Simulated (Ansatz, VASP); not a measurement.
Two plane-wave programs on MgCdSe

```
Mg Cd Se
1.0
     5.05252    0.00000    0.00000
    -2.52626    4.37561    0.00000
     0.00000    0.00000    6.20005
Mg Cd Se
2 2 2
Direct
  0.00000 0.00000 0.00000
  0.00000 0.00000 0.50000
  0.66667 0.33333 0.75000
  0.33333 0.66667 0.25000
  0.66667 0.33333 0.25000
  0.33333 0.66667 0.75000
```

Change from the starting cell: species swapped into the TmCuSn type (P6_3/mmc, No. 194).

Alike in both runs: task relaxation of cell and atoms; functional PBE; k mesh 12 × 12 × 6; occupations gaussian, width 0.1 eV; no spin polarisation.

|  | VASP | Ansatz |
| --- | --- | --- |
| version | VASP 6.6.1 | Ansatz 0.2.0 |
| potentials or method | VASP PAW PBE potentials, release 64 (Mg, Cd, Se), cutoff 600 eV | scalar-relativistic, plane waves, PAW |
| valence electrons in the cell | 40 | 92 |

|  | VASP | Ansatz | Ansatz less VASP |
| --- | --- | --- | --- |
| gap on the k mesh at the Fermi level, each at its own relaxed structure (eV) | none | none | - |
| relaxed volume (Å³/atom) | 22.88 | 22.87 | -0.013 |
| relaxed length of the cell vector where the two differ most in proportion (Å) | 5.079 | 5.076 | -0.0023 |

A gap of «none» marks a metal or a gap that the smearing closes. VASP's potentials hold 40 valence electrons a cell and Ansatz's 92, so a difference there can come from the potentials and not from the codes.
